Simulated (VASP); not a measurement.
Crystal: Sb.

```
CELL_PARAMETERS angstrom
2.16470 1.24979 3.82741
-2.16470 1.24979 3.82741
0.00000 -2.49958 3.82741
ATOMIC_POSITIONS crystal
Sb 0.23152 0.23152 0.23152
Sb 0.76848 0.76848 0.76848
```

Base run:

```yaml
Program: VASP 6.6.1
Functional: r2SCAN
Potentials_or_basis: VASP PAW PBE potentials, release 64 (Sb)
Cutoff: 520 eV
k_mesh: 8 × 8 × 8
Occupations: fermi-dirac, width 0.02 eV
Spin: no spin polarisation
```

Its results: band gap on the k mesh zero (band 5 reaches 7.06 eV, above the bottom of band 6 at 6.81 eV); pressure 0.9 GPa; largest force 0.114 eV/Å.

Task: After a change of settings the same cell gave: band gap on the k mesh zero (band 5 reaches 6.85 eV, above the bottom of band 6 at 6.54 eV); pressure -1.7 GPa; largest force 0.132 eV/Å. Which change was it?
A. functional from r2SCAN to LDA; potentials or basis from VASP PAW PBE potentials, release 64 (Sb) to VASP PAW LDA potentials, release 64 (Sb)
B. functional from r2SCAN to PBE
C. k mesh from 8 × 8 × 8 to 6 × 6 × 6; dispersion from none to rVV10

Result: A.

Caveats: spin-orbit coupling is left out, which moves the levels of the heavy elements; the PAW data sets were made with another functional, which shifts forces and pressure a little (some runs).
